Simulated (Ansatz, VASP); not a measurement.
**One calculation of Sr, two programs**

```
CELL_PARAMETERS angstrom
-2.38166 2.38166 2.38166
2.38166 -2.38166 2.38166
2.38166 2.38166 -2.38166
ATOMIC_POSITIONS crystal
Sr 0.00000 0.00000 0.00000
```

Alike in both runs: task single point; functional PBE; k mesh 11 × 11 × 11; occupations fermi-dirac, width 0.05 eV; no spin polarisation.

|  | VASP | Ansatz |
| --- | --- | --- |
| version | VASP 6.6.1 | Ansatz 0.2.0 |
| potentials or method | VASP PAW PBE potentials, release 64 (Sr_sv), cutoff 520 eV | all-electron LAPW, scalar-relativistic |

|  | VASP | Ansatz | Ansatz less VASP |
| --- | --- | --- | --- |
| pressure (GPa) | 0.0 | 0.0 | 0.00 |

Ansatz ran all-electron here, and VASP with PAW potentials.
